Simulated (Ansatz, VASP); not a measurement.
# One calculation of Ta, two programs

Contents of INCAR:

```
SYSTEM = Ta
ALGO = Normal
EDIFF = 1E-6
ENCUT = 520
GGA = RP
ISIF = 2
ISMEAR = -1
LASPH = .TRUE.
LCHARG = .FALSE.
LREAL = .FALSE.
LWAVE = .FALSE.
NBANDS = 18
NELM = 100
PREC = Accurate
SIGMA = 0.1
```

File KPOINTS:

```
k-points
0
G
  10 10 10
  0 0 0
```

File POSCAR:

```
Ta
1.0
    0.0000000000      3.0393117092      3.0393117092
    3.0393117092      0.0000000000      3.0393117092
    3.0393117092      3.0393117092      0.0000000000
Ta
2
Direct
    0.1250000000      0.1250000000      0.1250000000
    0.8750000000      0.8750000000      0.8750000000
```

Input for Ansatz:

```yaml
crystal:
  lattice:
    - [0.0, 3.0393117092, 3.0393117092]
    - [3.0393117092, 0.0, 3.0393117092]
    - [3.0393117092, 3.0393117092, 0.0]
  atoms:
    - { symbol: Ta, position: [0.125, 0.125, 0.125] }
    - { symbol: Ta, position: [0.875, 0.875, 0.875] }
hamiltonian:
  xc: rpbe
  pseudopotentials:
    kind: paw
    azcp:
      Ta: "pseudopotentials/Ta.paw.azcp"
basis:
  ecutwfc: 420
  fft_grid_basis: typed
kpoints:
  mp_grid: { grid: [10, 10, 10], shift: [0, 0, 0] }
magnetization:
  spin_polarized: false
scf:
  occupations: { method: fermi_dirac, width: 0.1 }
  lower_state_search: "off"
output:
  stress: true
  write_density: true
  write_potential: true
  elf: true
  volumetric_format: npy
```

Alike in both runs: task single point; functional RPBE; k mesh 10 × 10 × 10; occupations fermi-dirac, width 0.1 eV; no spin polarisation.

|  | VASP | Ansatz |
| --- | --- | --- |
| version | VASP 6.6.1 | Ansatz 0.2.0 |
| potentials or method | VASP PAW PBE potentials, release 64 (Ta_pv), cutoff 520 eV | plane waves (420 eV) with PAW, scalar-relativistic |
| valence electrons in the cell | 22 | 26 |

```tsv
	VASP	Ansatz	Ansatz less VASP
pressure (GPa)	2.9	2.9	-0.04
```

VASP's potentials were made for PBE, not for RPBE. The functional is the same, so the differences come from potentials, cutoffs and numerics. VASP's potentials hold 22 valence electrons a cell and Ansatz's 26, so a difference there can come from the potentials and not from the codes.

Spin-orbit coupling is off throughout.
